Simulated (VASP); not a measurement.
# Si (Cm) in VASP: a series of runs, part 2 of 2

VASP 6.6.1.

## Step 3: Single point, LDA (atom 1 (Si) moved -0.200 Å towards its neighbour atom 4 (Si) at 3.593 Å)

INCAR reads:

```
PREC     = Accurate       # precision mode
ENCUT    = 520            # plane-wave cutoff, eV
EDIFF    = 1E-7           # SCF threshold, eV
ISMEAR   = 0              # smearing method
SIGMA    = 0.15           # smearing width, eV
LREAL    = F              # projectors in reciprocal space
LASPH    = T              # aspherical terms in the spheres
NELM     = 100            # most SCF steps
ALGO     = Fast           # electronic algorithm
ISIF     = 2              # what is computed and relaxed
LWAVE    = F              # write WAVECAR
LCHARG   = F              # write CHGCAR
NBANDS   = 26             # bands
```

KPOINTS reads:

```
Automatic mesh
0
Gamma
  12 12 12
```

POSCAR reads:

```
Si
1.0
    0.0000000000      0.0000000000      4.9415225221
    2.6084913959     -4.5180396286      0.0000000000
    2.6084913958      4.5180396287      0.0000000000
Si
8
Direct
    0.0278327151      0.5278327151      0.0000000000
    0.5000000000      0.5000000000      0.0000000000
    0.0000000000      0.0000000000      0.0000000000
    0.5000000000      0.0000000000      0.0000000000
    0.0000000000      0.5000000000      0.5000000000
    0.5000000000      0.5000000000      0.5000000000
    0.0000000000      0.0000000000      0.5000000000
    0.5000000000      0.0000000000      0.5000000000
```

Potentials or basis: VASP PAW LDA potentials, release 64 (Si).

The run is started by

```sh
cat potpaw_LDA.64/Si/POTCAR > POTCAR
mpirun -np 1 vasp_std > vasp.out
```

OUTCAR:

```text
PREC = Accurate
   ENCUT = 520
   EDIFF = 1E-7
   ISMEAR = 0
   LREAL = F
   LASPH = T
   NELM = 100
   ISIF = 2

 ion  position               nearest neighbor table
   1  0.028  0.528  0.000-   2 2.34   3 2.47   5 2.54   7 2.54   2 2.61   5 2.69   7 2.69   3 2.76

   2  0.500  0.500  0.000-   1 2.34   4 2.61   4 2.61   6 2.61   6 2.61   8 2.61   8 2.61   1 2.61

   3  0.000  0.000  0.000-   1 2.47   4 2.47   4 2.47   7 2.61   7 2.61   5 2.61   5 2.61   1 2.76
[... 7 lines left out ...]
   7  0.000  0.000  0.500-   8 2.47   8 2.47   1 2.54   5 2.61   5 2.61   3 2.61   3 2.61   1 2.69

   8  0.500  0.000  0.500-   7 2.47   7 2.47   6 2.61   6 2.61   4 2.61   4 2.61   2 2.61   2 2.61

  LATTYP: Found a hexagonal cell.
 ALAT       =     5.2169827916
 C/A-ratio  =     0.9471993141

  Lattice vectors:

 A1 = (   2.6084913959,  -4.5180396286,   0.0000000000)
 A2 = (   2.6084913958,   4.5180396287,   0.0000000000)
 A3 = (   0.0000000000,   0.0000000000,   4.9415225221)

Analysis of symmetry for initial positions (statically):
=====================================================================
 Subroutine PRICEL returns:
 Original cell was already a primitive cell.

 Routine SETGRP: Setting up the symmetry group for a
 hexagonal supercell.

 Subroutine GETGRP returns: Found  2 space group operations
 (whereof  2 operations were pure point group operations)
 out of a pool of 24 trial point group operations.

The static configuration has the point symmetry C_1h.

Analysis of symmetry for dynamics (positions and initial velocities):
=====================================================================
 Subroutine PRICEL returns:
 Original cell was already a primitive cell.

 Routine SETGRP: Setting up the symmetry group for a
 hexagonal supercell.

 Subroutine GETGRP returns: Found  2 space group operations
 (whereof  2 operations were pure point group operations)
 out of a pool of 24 trial point group operations.

The dynamic configuration has the point symmetry C_1h.

 Subroutine INISYM returns: Found  2 space group operations
 (whereof  2 operations are pure point group operations),
 and found     1 'primitive' translations

----------------------------------------------------------------------------------------

                                     Primitive cell

  volume of cell :     116.4743

  direct lattice vectors                    reciprocal lattice vectors
     0.000000000  0.000000000  4.941522522     0.000000000  0.000000000  0.202366780
     2.608491396 -4.518039629  0.000000000     0.191681675 -0.110667467  0.000000000
     2.608491396  4.518039629  0.000000000     0.191681675  0.110667467  0.000000000

  length of vectors
     4.941522522  5.216982792  5.216982792     0.202366780  0.221334933  0.221334933

  position of ions in fractional coordinates (direct lattice)
     0.027832715  0.527832715  1.000000000
     0.500000000  0.500000000  1.000000000
     0.000000000  0.000000000  0.000000000
     0.500000000  0.000000000  0.000000000
     0.000000000  0.500000000  0.500000000
     0.500000000  0.500000000  0.500000000
     0.000000000  0.000000000  0.500000000
     0.500000000  0.000000000  0.500000000

  ion indices of the primitive-cell ions
[... 43 lines left out ...]
  0.416667  0.000000  0.000000      2.000000
[... 16 lines left out ...]
  0.416667 -0.000000  0.083333      4.000000
  0.416667 -0.083333  0.083333      4.000000
 [... further k-points ...]
   k-points           NKPTS =    476   k-points in BZ     NKDIM =    476   number of bands    NBANDS=     26
   number of dos      NEDOS =    301   number of ions     NIONS =      8
   total plane-waves  NPLWV =  64000
   dimension x,y,z NGX =    40 NGY =   40 NGZ =   40
   dimension x,y,z NGXF=    80 NGYF=   80 NGZF=   80
   ions per type =               8
   NGX,Y,Z   is equivalent  to a cutoff of  13.46, 12.75, 12.75 a.u.
   NGXF,Y,Z  is equivalent  to a cutoff of  26.91, 25.49, 25.49 a.u.
 SYSTEM =  unknown system
   PREC   = accura    normal or accurate (medium, high low for compatibility)
   ISTART =      0    job   : 0-new  1-cont  2-samecut
   ICHARG =      2    charge: 1-file 2-atom 10-const
   ISPIN  =      1    spin polarized calculation?
   LNONCOLLINEAR =      F non collinear calculations
   LSORBIT =      F    spin-orbit coupling
   LASPH  =      T    aspherical Exc in radial PAW
   ENCUT  =  520.0 eV  38.22 Ry    6.18 a.u.   9.19  9.70  9.70*2*pi/ulx,y,z
   NELM   =    100;   NELMIN=  2; NELMDL= -5     # of ELM steps
   EDIFF  = 0.1E-06   stopping-criterion for ELM
   LREAL  =      F    real-space projection
   EDIFFG = 0.1E-05   stopping-criterion for IOM
   NSW    =      0    number of steps for IOM
   IBRION =     -1    ionic relax: 0-MD 1-quasi-New 2-CG
   NFREE  =      0    steps in history (QN), initial steepest desc. (CG)
   ISIF   =      2    stress and relaxation
   ISYM   =      2    0-nonsym 1-usesym 2-fastsym
   POTIM  = 0.5000    time-step for ionic-motion
   TEBEG  =    0.0;   TEEND  =   0.0 temperature during run
   PSTRESS=    0.0 pullay stress
   NELECT =      32.0000    total number of electrons
   NUPDOWN=      -1.0000    fix difference up-down
   EMIN   =  10.00;   EMAX   =-10.00  energy-range for DOS
   EFERMI =   0.00;   METHOD = LEGACY
   ISMEAR =     0;   SIGMA  =   0.15  broadening in eV -4-tet -1-fermi 0-gaus
   EFERMI_NEDOS =   21; number of points for ismear=-14 and -15
   IALGO  =     68    algorithm
   IMIX   =      4    mixing-type and parameters
     AMIX     =   0.40;   BMIX     =  1.00
     AMIX_MAG =   1.60;   BMIX_MAG =  1.00
  volume/ion in A,a.u.               =      14.56        98.25
  Fermi-wavevector in a.u.,A,eV,Ry     =   1.064261  2.011161 15.410654  1.132651
  Thomas-Fermi vector in A             =   2.199773
   LORBIT       =      0    0 simple, 1 ext, 2 COOP (PROOUT), +10 PAW based schemes
   GGA     = CA    functional components
   LHFCALC =     F    Hartree Fock is set to
   AEXX    =    0.0000 exact exchange contribution
   IVDW    =     0    specifies the selected vdW correction
   LEPSILON=     F    determine dielectric tensor
   LRPA    =     F    only Hartree local field effects (RPA)
 non-spin polarized calculation
 RMM-DIIS sequential band-by-band and
 Gauss-broadening in eV      SIGMA  =   0.15
  energy-cutoff  :      520.00
  volume of cell :      116.47
 maximum number of plane-waves:      3187
 NGX is ok and might be reduce to    40
   NGX = 19   NGY = 19   NGZ = 19

 number of electron      32.0000001 magnetization

 Free energy of the ion-electron system (eV)
  ---------------------------------------------------
  ext. energy  EPLUGINS =         0.00000000
  ---------------------------------------------------
  free energy    TOTEN  =       -45.80717589 eV

  energy without entropy =      -45.77234899  energy(sigma->0) =      -45.78976244

 E-fermi :   9.7837     XC(G=0): -11.1757

 val. band max:        9.7833914933   @ k =   0.1667   0.1667   0.0833
 cond. band min:       9.7854198038   @ k =   0.1667  -0.3333   0.2500
 fundamental gap:      0.0020283105
 Fermi energy:         9.7837409188

 k-point     1 :       0.0000    0.0000    0.0000
  band No.  band energies     occupation
      1      -4.4241      2.00000
      2       0.4056      2.00000
      3       1.9776      2.00000
      4       2.1287      2.00000
      5       2.1305      2.00000
      6       2.6348      2.00000
[... 685 lines left out ...]
     25      15.5895      0.00000
     26      15.8467      0.00000

 [... further k-points ...]

------------------------ aborting loop because EDIFF is reached ----------------------------------------

  FORCE on cell =-STRESS in cart. coord.  units (eV):
  Direction    XX          YY          ZZ          XY          YZ          ZX
  --------------------------------------------------------------------------------------
  -------------------------------------------------------------------------------------
  Total        0.8960619      1.0123338     -0.2787008     -0.1006944      0.0172071     -0.0099345
  in kB       12.3258931     13.9252849     -3.8337045     -1.3851139      0.2366950     -0.1366559
  external PRESSURE =       7.4724912 kB  Pullay stress =       0.0000000 kB

 VOLUME and BASIS-vectors are now :
 -----------------------------------------------------------------------------
  energy-cutoff  :      520.00
  volume of cell :      116.47
      direct lattice vectors                 reciprocal lattice vectors
     0.000000000  0.000000000  4.941522522     0.000000000  0.000000000  0.202366780
     2.608491396 -4.518039629  0.000000000     0.191681675 -0.110667467  0.000000000
     2.608491396  4.518039629  0.000000000     0.191681675  0.110667467  0.000000000

 POSITION                                       TOTAL-FORCE (eV/Angst)
 -----------------------------------------------------------------------------------
      1.37685     -2.38477      0.13754        -0.256677      0.444577     -0.973155
      1.30425     -2.25902      2.47076        -0.066437      0.115072      0.781036
      0.00000      0.00000      0.00000         0.221399     -0.383473     -0.022426
      0.00000      0.00000      2.47076         0.045491     -0.078794      0.083787
      2.60849      0.00000      0.00000        -0.209146     -0.109001     -0.015957
      2.60849      0.00000      2.47076         0.020383     -0.064902      0.081336
      1.30425      2.25902      0.00000         0.198971      0.126625     -0.015957
      1.30425      2.25902      2.47076         0.046015     -0.050104      0.081336
 -----------------------------------------------------------------------------------
    total drift:                                0.000003     -0.000005     -0.000001

  FREE ENERGIE OF THE ION-ELECTRON SYSTEM (eV)
  ---------------------------------------------------
  free  energy   TOTEN  =       -45.8071758940 eV

  energy  without entropy=      -45.7723489863  energy(sigma->0) =      -45.78976244
```

It took 28 min on 1 thread of Oxide Virtual Turin-like, shared host; peak memory 0.88 GiB.

What came out:

- Free energy: -45.8072 eV
- Pressure: 0.7 GPa
- Largest force: 1.100 eV/Å
- Band gap on the k mesh: zero (bands 16 and 17 overlap by 3.39 eV)

Forces in eV/Å, atoms in the order of the input:
```
Si  -0.257  0.445 -0.973
Si  -0.066  0.115  0.781
Si   0.221 -0.383 -0.022
Si   0.045 -0.079  0.084
Si  -0.209 -0.109 -0.016
Si   0.020 -0.065  0.081
Si   0.199  0.127 -0.016
Si   0.046 -0.050  0.081
```

Stress tensor (GPa, compression positive):
```
 1.23 -0.14 -0.01
-0.14  1.39  0.02
-0.01  0.02 -0.38
```

Levels at points of the mesh, in eV from the Fermi level:
| k point | band 12 | band 13 | band 14 | band 15 | band 16 | band 17 | band 18 | band 19 | band 20 | band 21 |
| --- | --- | --- | --- | --- | --- | --- | --- | --- | --- | --- |
| (0.00, 0.00, 0.00) | -3.02 | -2.13 | -2.12 | -2.09 | -1.97 | -1.95 | -1.91 | 1.39 | 1.41 | 1.43 |
| (0.50, 0.00, 0.00) | -5.55 | -5.37 | -5.32 | -1.36 | -1.16 | 3.61 | 3.97 | 3.98 | 4.04 | 4.04 |
| (0.00, 0.50, 0.00) | -2.71 | -2.48 | -2.37 | -1.86 | -1.75 | 0.88 | 1.06 | 1.79 | 1.93 | 3.07 |
| (0.00, 0.00, 0.50) | -2.69 | -2.50 | -2.35 | -1.94 | -1.71 | 0.95 | 0.99 | 1.73 | 1.98 | 3.02 |
| (0.50, 0.50, 0.00) | -1.25 | -0.73 | -0.59 | -0.52 | -0.42 | -0.25 | -0.08 | 0.06 | 0.29 | 2.79 |
| (0.50, 0.00, 0.50) | -1.23 | -0.84 | -0.57 | -0.54 | -0.36 | -0.25 | -0.04 | 0.08 | 0.23 | 2.87 |

Caveat: the cell differs from its parent crystal (atom 1 (Si) moved -0.200 Å towards its neighbour atom 4 (Si) at 3.593 Å); forces of over 1 eV/Å act on the atoms, so gaps and moduli don't describe the material at rest.
